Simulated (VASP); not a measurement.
# Sc (P4/nmm) in VASP: electric field gradients with r2SCAN

Aim: the electric field gradients of Sc with r2SCAN.

Everything below comes from runs of VASP 6.6.1. Logs are shortened: lines on timing, memory, paths and dates and some standing lists are left out, and cuts for length are marked.

## Step 1: The cell of the first run

Symmetry: P4/nmm, No. 129, tetragonal system. The conventional cell has a = 5.423 Å, b = 5.423 Å, c = 3.435 Å, α = 90.00°, β = 90.00°, γ = 90.00°. Within 4.1 Å of Sc (site symmetry -4m2) lie 14 Sc at 3.15 to 3.83 Å. Sc (site symmetry 4mm) has 14 Sc at 3.15 to 3.84 Å within 4.1 Å.

## Step 2: Electric field gradients, r2SCAN

Input file POSCAR:

```
Sc
1.0
    5.4226760000      0.0000000000      0.0000000000
    0.0000000000      5.4226760000      0.0000000000
    0.0000000000      0.0000000000      3.4352060000
Sc
4
Direct
    0.5000000000      0.5000000000      0.0000000000
    0.0000000000      0.0000000000      0.0000000000
    0.5000000000      0.0000000000      0.5326640000
    0.0000000000      0.5000000000      0.4673360000
```

Input file INCAR.step1:

```
SYSTEM = Sc
PREC = Accurate
ENCUT = 520
ISMEAR = -1
SIGMA = 0.03
LREAL = .FALSE.
LASPH = .TRUE.
NELM = 80
NBANDS = 30
GGA = PE
ALGO = Normal
EDIFF = 1E-4
LWAVE = .TRUE.
LCHARG = .FALSE.
```

Input file INCAR.step2:

```
SYSTEM = Sc
PREC = Accurate
ENCUT = 520
EDIFF = 1E-8
ISMEAR = -1
SIGMA = 0.03
LREAL = .FALSE.
LASPH = .TRUE.
NELM = 80
ALGO = Normal
ISIF = 2
LWAVE = .FALSE.
LCHARG = .FALSE.
METAGGA = R2SCAN
LMIXTAU = .TRUE.
LEFG = .TRUE.
NBANDS = 30
ISTART = 1
```

Input file KPOINTS:

```
regular mesh
0
G
  7 7 11
  0 0 0
```

Potentials or basis: VASP PAW PBE potentials, release 64 (Sc_sv).

Launch:

```
$ cat potpaw_PBE.64/Sc_sv/POTCAR > POTCAR
$ cp INCAR.step1 INCAR
$ mpirun -np 1 vasp_std > vasp.out
$ cp INCAR.step2 INCAR
$ mpirun -np 1 vasp_std > vasp.out
```

OUTCAR:

```text
SYSTEM = Sc
   PREC = Accurate
   ENCUT = 520
   EDIFF = 1E-8
   ISMEAR = -1
   LREAL = .FALSE.
   LASPH = .TRUE.
   NELM = 80
   ISIF = 2
   METAGGA = R2SCAN
   ISTART = 1

 ion  position               nearest neighbor table
   1  0.500  0.500  0.000-   3 3.15   4 3.15   3 3.15   4 3.15   3 3.27   3 3.27   4 3.27   4 3.27

   2  0.000  0.000  0.000-   3 3.15   4 3.15   4 3.15   3 3.15   3 3.27   4 3.27   3 3.27   4 3.27

   3  0.500  0.000  0.533-   1 3.15   2 3.15   1 3.15   2 3.15   1 3.27   1 3.27   2 3.27   2 3.27

   4  0.000  0.500  0.467-   1 3.15   2 3.15   2 3.15   1 3.15   2 3.27   1 3.27   1 3.27   2 3.27

  LATTYP: Found a simple tetragonal cell.
 ALAT       =     5.4226760000
 C/A-ratio  =     0.6334890744

  Lattice vectors:

 A1 = (   5.4226760000,   0.0000000000,   0.0000000000)
 A2 = (   0.0000000000,   5.4226760000,   0.0000000000)
 A3 = (   0.0000000000,   0.0000000000,   3.4352060000)

Analysis of symmetry for initial positions (statically):
=====================================================================
 Subroutine PRICEL returns:
 Original cell was already a primitive cell.

 Routine SETGRP: Setting up the symmetry group for a
 simple tetragonal supercell.

 Subroutine GETGRP returns: Found 16 space group operations
 (whereof  8 operations were pure point group operations)
 out of a pool of 16 trial point group operations.

The static configuration has the point symmetry D_2d.
 The point group associated with its full space group is D_4h.

Analysis of symmetry for dynamics (positions and initial velocities):
=====================================================================
 Subroutine PRICEL returns:
 Original cell was already a primitive cell.

 Routine SETGRP: Setting up the symmetry group for a
 simple tetragonal supercell.

 Subroutine GETGRP returns: Found 16 space group operations
 (whereof  8 operations were pure point group operations)
 out of a pool of 16 trial point group operations.

The dynamic configuration has the point symmetry D_2d.
 The point group associated with its full space group is D_4h.

 Subroutine INISYM returns: Found 16 space group operations
 (whereof  8 operations are pure point group operations),
 and found     1 'primitive' translations

----------------------------------------------------------------------------------------

                                     Primitive cell

  volume of cell :     101.0137

  direct lattice vectors                    reciprocal lattice vectors
     5.422676000  0.000000000  0.000000000     0.184410796  0.000000000  0.000000000
     0.000000000  5.422676000  0.000000000     0.000000000  0.184410796  0.000000000
     0.000000000  0.000000000  3.435206000     0.000000000  0.000000000  0.291103357

  length of vectors
     5.422676000  5.422676000  3.435206000     0.184410796  0.184410796  0.291103357

  position of ions in fractional coordinates (direct lattice)
     0.500000000  0.500000000  0.000000000
     0.000000000  0.000000000  0.000000000
     0.500000000  0.000000000  0.532664000
     0.000000000  0.500000000  0.467336000

  ion indices of the primitive-cell ions
   primitive index   ion index
                 1           1
                 2           2
                 3           3
                 4           4

----------------------------------------------------------------------------------------

 KPOINTS: regular mesh

Automatic generation of k-mesh.
 Grid dimensions read from file:
 generate k-points for:    7    7   11

 Generating k-lattice:

  Cartesian coordinates                     Fractional coordinates (reciprocal lattice)
     0.026344399  0.000000000  0.000000000     0.142857143  0.000000000  0.000000000
     0.000000000  0.026344399  0.000000000     0.000000000  0.142857143  0.000000000
     0.000000000  0.000000000  0.026463942     0.000000000  0.000000000  0.090909091

  Length of vectors
     0.026344399  0.026344399  0.026463942

  Shift w.r.t. Gamma in fractional coordinates (k-lattice)
     0.000000000  0.000000000  0.000000000

 Subroutine IBZKPT returns following result:
 ===========================================

 Found     60 irreducible k-points:

 Following reciprocal coordinates:
            Coordinates               Weight
  0.000000  0.000000  0.000000      1.000000
  0.142857  0.000000  0.000000      4.000000
  0.285714  0.000000  0.000000      4.000000
  0.428571  0.000000  0.000000      4.000000
  0.142857  0.142857  0.000000      4.000000
  0.285714  0.142857  0.000000      8.000000
[... 16 lines left out ...]
  0.285714  0.000000  0.181818      8.000000
  0.428571  0.000000  0.181818      8.000000
 [... further k-points ...]
   k-points           NKPTS =     60   k-points in BZ     NKDIM =     60   number of bands    NBANDS=     30
   number of dos      NEDOS =    301   number of ions     NIONS =      4
   total plane-waves  NPLWV =  44800
   dimension x,y,z NGX =    40 NGY =   40 NGZ =   28
   dimension x,y,z NGXF=    80 NGYF=   80 NGZF=   56
   ions per type =               4
   NGX,Y,Z   is equivalent  to a cutoff of  12.26, 12.26, 13.55 a.u.
   NGXF,Y,Z  is equivalent  to a cutoff of  24.53, 24.53, 27.10 a.u.
 SYSTEM =  Sc
   PREC   = accura    normal or accurate (medium, high low for compatibility)
   ISTART =      1    job   : 0-new  1-cont  2-samecut
   ICHARG =      0    charge: 1-file 2-atom 10-const
   ISPIN  =      1    spin polarized calculation?
   LNONCOLLINEAR =      F non collinear calculations
   LSORBIT =      F    spin-orbit coupling
   LASPH  =      T    aspherical Exc in radial PAW
   ENCUT  =  520.0 eV  38.22 Ry    6.18 a.u.  10.08 10.08  6.39*2*pi/ulx,y,z
   NELM   =     80;   NELMIN=  2; NELMDL=  0     # of ELM steps
   EDIFF  = 0.1E-07   stopping-criterion for ELM
   LREAL  =      F    real-space projection
   EDIFFG = 0.1E-06   stopping-criterion for IOM
   NSW    =      0    number of steps for IOM
   IBRION =     -1    ionic relax: 0-MD 1-quasi-New 2-CG
   NFREE  =      0    steps in history (QN), initial steepest desc. (CG)
   ISIF   =      2    stress and relaxation
   ISYM   =      2    0-nonsym 1-usesym 2-fastsym
   POTIM  = 0.5000    time-step for ionic-motion
   TEBEG  =    0.0;   TEEND  =   0.0 temperature during run
   PSTRESS=    0.0 pullay stress
   NELECT =      44.0000    total number of electrons
   NUPDOWN=      -1.0000    fix difference up-down
   EMIN   =  10.00;   EMAX   =-10.00  energy-range for DOS
   EFERMI =   0.00;   METHOD = LEGACY
   ISMEAR =    -1;   SIGMA  =   0.03  broadening in eV -4-tet -1-fermi 0-gaus
   EFERMI_NEDOS =   21; number of points for ismear=-14 and -15
   IALGO  =     38    algorithm
   IMIX   =      4    mixing-type and parameters
     AMIX     =   0.40;   BMIX     =  1.00
     AMIX_MAG =   1.60;   BMIX_MAG =  1.00
  volume/ion in A,a.u.               =      25.25       170.42
  Fermi-wavevector in a.u.,A,eV,Ry     =   1.240983  2.345117 20.953486  1.540038
  Thomas-Fermi vector in A             =   2.375400
   LORBIT       =      0    0 simple, 1 ext, 2 COOP (PROOUT), +10 PAW based schemes
   METAGGA = R2SCAN    functional components
   LHFCALC =     F    Hartree Fock is set to
   AEXX    =    0.0000 exact exchange contribution
   IVDW    =     0    specifies the selected vdW correction
   LEPSILON=     F    determine dielectric tensor
   LRPA    =     F    only Hartree local field effects (RPA)
 non-spin polarized calculation
  energy-cutoff  :      520.00
  volume of cell :      101.01
 maximum number of plane-waves:      2746
   NGX = 21   NGY = 21   NGZ = 13

 number of electron      43.9999989 magnetization

 Free energy of the ion-electron system (eV)
  ---------------------------------------------------
  ext. energy  EPLUGINS =         0.00000000
  ---------------------------------------------------
  free energy    TOTEN  =       -45.06630173 eV

  energy without entropy =      -45.04009618  energy(sigma->0) =      -45.05319896

 E-fermi :   3.7033     XC(G=0): -10.4940

 val. band max:        3.6918729978   @ k =   0.4286   0.2857   0.2727
 cond. band min:       3.7034612048   @ k =   0.1429   0.0000   0.3636
 fundamental gap:      0.0115882070
 Fermi energy:         3.7033222226

 k-point     1 :       0.0000    0.0000    0.0000
  band No.  band energies     occupation
      1     -48.0974      2.00000
      2     -48.0467      2.00000
      3     -48.0377      2.00000
      4     -47.9972      2.00000
      5     -25.9279      2.00000
      6     -25.9279      2.00000
[... 22 lines left out ...]
     29       6.1111      0.00000
     30       6.1313      0.00000

 k-point     2 :       0.1429    0.0000    0.0000
  band No.  band energies     occupation
      1     -48.0946      2.00000
      2     -48.0476      2.00000
      3     -48.0373      2.00000
      4     -47.9994      2.00000
      5     -25.9231      2.00000
      6     -25.9098      2.00000
[... 22 lines left out ...]
     29       5.9879      0.00000
     30       6.1137      0.00000

 k-point     3 :       0.2857    0.0000    0.0000
  band No.  band energies     occupation
      1     -48.0871      2.00000
      2     -48.0536      2.00000
      3     -48.0328      2.00000
      4     -48.0056      2.00000
      5     -25.9099      2.00000
      6     -25.8589      2.00000
[... 22 lines left out ...]
     29       5.9667      0.00000
     30       6.0155      0.00000

 k-point     4 :       0.4286    0.0000    0.0000
  band No.  band energies     occupation
      1     -48.0762      2.00000
      2     -48.0641      2.00000
      3     -48.0243      2.00000
      4     -48.0145      2.00000
      5     -25.8907      2.00000
      6     -25.8693      2.00000
[... 616 lines left out ...]
     29       6.0513      0.00000
     30       6.3489      0.00000

 k-point    23 :       0.2857    0.0000    0.1818
  band No.  band energies     occupation
      1     -48.0778      2.00000
      2     -48.0491      2.00000
      3     -48.0308      2.00000
      4     -48.0083      2.00000
      5     -25.8780      2.00000
      6     -25.8470      2.00000
[... 22 lines left out ...]
     29       6.0517      0.00000
     30       6.3201      0.00000

 k-point    24 :       0.4286    0.0000    0.1818
  band No.  band energies     occupation
      1     -48.0684      2.00000
      2     -48.0580      2.00000
      3     -48.0239      2.00000
      4     -48.0158      2.00000
      5     -25.8606      2.00000
      6     -25.8413      2.00000
[... 22 lines left out ...]
     29       6.2112      0.00000
     30       6.2636      0.00000

 [... further k-points ...]

------------------------ aborting loop because EDIFF is reached ----------------------------------------

  FORCE on cell =-STRESS in cart. coord.  units (eV):
  Direction    XX          YY          ZZ          XY          YZ          ZX
  --------------------------------------------------------------------------------------
  -------------------------------------------------------------------------------------
  Total       -0.6133674     -0.6133674      0.6736244      0.0000000     -0.0000000      0.0000000
  in kB       -9.7286178     -9.7286178     10.6843554      0.0000000     -0.0000000      0.0000000
  external PRESSURE =      -2.9242934 kB  Pullay stress =       0.0000000 kB

 VOLUME and BASIS-vectors are now :
 -----------------------------------------------------------------------------
  energy-cutoff  :      520.00
  volume of cell :      101.01
      direct lattice vectors                 reciprocal lattice vectors
     5.422676000  0.000000000  0.000000000     0.184410796  0.000000000  0.000000000
     0.000000000  5.422676000  0.000000000     0.000000000  0.184410796  0.000000000
     0.000000000  0.000000000  3.435206000     0.000000000  0.000000000  0.291103357

 POSITION                                       TOTAL-FORCE (eV/Angst)
 -----------------------------------------------------------------------------------
      2.71134      2.71134      0.00000         0.000000     -0.000000      0.000000
      0.00000      0.00000      0.00000         0.000000      0.000000      0.000000
      2.71134      0.00000      1.82981        -0.000000      0.000000     -0.161134
      0.00000      2.71134      1.60540         0.000000      0.000000      0.161134
 -----------------------------------------------------------------------------------
    total drift:                                0.000000      0.000000     -0.000000

  FREE ENERGIE OF THE ION-ELECTRON SYSTEM (eV)
  ---------------------------------------------------
  free  energy   TOTEN  =       -45.0663017335 eV

  energy  without entropy=      -45.0400961817  energy(sigma->0) =      -45.05319896

 Electric field gradients (V/A^2)
---------------------------------------------------------------------
 ion       V_xx      V_yy      V_zz      V_xy      V_xz      V_yz
---------------------------------------------------------------------
   1      -3.137    -3.137     6.273    -0.000    -0.000     0.000
   2      -3.137    -3.137     6.273     0.000    -0.000    -0.000
   3      -3.437    -3.437     6.874    -0.000     0.000    -0.000
   4      -3.437    -3.437     6.874    -0.000    -0.000     0.000
---------------------------------------------------------------------

 Electric field gradients after diagonalization (V/A^2)
 (convention: |V_zz| > |V_xx| > |V_yy|)
----------------------------------------------------------------------
 ion       V_xx      V_yy      V_zz     asymmetry (V_yy - V_xx)/ V_zz
----------------------------------------------------------------------
   1      -3.137    -3.137     6.273       0.000
   2      -3.137    -3.137     6.273       0.000
   3      -3.437    -3.437     6.874       0.000
   4      -3.437    -3.437     6.874       0.000
----------------------------------------------------------------------

           NMR quadrupolar parameters

 Cq : quadrupolar parameter    Cq=e*Q*V_zz/h
 eta: asymmetry parameters     (V_yy - V_xx)/ V_zz
 Q  : nuclear electric quadrupole moment in mb (millibarn)
----------------------------------------------------------------------
 ion       Cq(MHz)       eta       Q (mb)
----------------------------------------------------------------------
   1       0.015       0.000       1.000
   2       0.015       0.000       1.000
   3       0.017       0.000       1.000
   4       0.017       0.000       1.000
----------------------------------------------------------------------
```

Run time: 21 min. Hardware: 1 thread of Oxide Virtual Turin-like, shared host; peak memory 0.27 GiB.

What came out:

| Item | Value |
| --- | --- |
| Free energy | -45.0663 eV |
| Pressure | -0.3 GPa |
| Largest force | 0.161 eV/Å |
| Band gap on the k mesh | zero (bands 22 and 23 overlap by 0.77 eV) |
| Largest electric field gradient by atom | Sc +6.3, +6.9 (each value once) V/Å² |

Forces in eV/Å, atoms in the order of the input:
```
Sc   0.000  0.000  0.000
Sc   0.000  0.000  0.000
Sc   0.000  0.000 -0.161
Sc   0.000  0.000  0.161
```

Electric field gradients, principal values (V/Å²):
```csv
atom,least,middle,greatest (by size)
1 Sc,-3.137,-3.137,6.273
2 Sc,-3.137,-3.137,6.273
3 Sc,-3.437,-3.437,6.874
4 Sc,-3.437,-3.437,6.874
```

Caveat: without QUAD_EFG the Cq values of the log hold for a quadrupole moment of 1 mb, not for the nuclei; the PAW data sets were made with another functional, which shifts forces and pressure a little.
